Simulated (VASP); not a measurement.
BN: single point with PBE+D3(BJ)

The system is BN.

```
B N
1.0
     2.51000   -4.34744    0.00000
    -5.02000    0.00000    0.00000
     0.00000    0.00000   -6.69000
B N
8 8
Cartesian
  -1.2550 -2.1737 -3.3450
  -2.5100 0.0000 -3.3450
  1.2550 -2.1737 -3.3450
  0.0000 0.0000 -3.3450
  -1.2550 -0.7246 0.0000
  0.0000 -2.8983 0.0000
  -3.7650 -0.7246 0.0000
  -2.5100 -2.8983 0.0000
  -1.2550 -2.1737 0.0000
  -2.5100 0.0000 0.0000
  1.2550 -2.1737 0.0000
  0.0000 0.0000 0.0000
  0.0000 -1.4491 -3.3450
  1.2550 -3.6229 -3.3450
  -2.5100 -1.4491 -3.3450
  -1.2550 -3.6229 -3.3450
```

```yaml
Program: VASP 6.6.1
Task: single point
Functional: PBE
Dispersion: D3(BJ)
Potentials_or_basis: VASP PAW PBE potentials, release 64 (B, N)
Cutoff: 520 eV
k_mesh: 2 × 2 × 2, shifted
Occupations: gaussian, width 0.1 eV
Spin: no spin polarisation
```

```
Pressure                   : -1.1 GPa
Band gap on the k mesh     : 4.68 eV
Dispersion energy per atom : -0.139 eV
```

Stress tensor (GPa, compression positive):
```
-1.39  0.00  0.00
 0.00 -1.39  0.00
 0.00  0.00 -0.56
```

Levels at points of the mesh, in eV from the valence-band top:
```
           k point  band 29  band 30  band 31  band 32  band 33  band 34  band 35  band 36
(0.25, 0.25, 0.25)    -1.93    -1.93    -0.28     0.00     4.68     4.99     7.23     7.23
```

It took 2.7 min on 1 thread of Intel Xeon 6975P-C (shared host), peak memory 0.28 GiB.

Caveat: the k points lie up to 0.72 Å⁻¹ apart. A k mesh can miss the band edges.
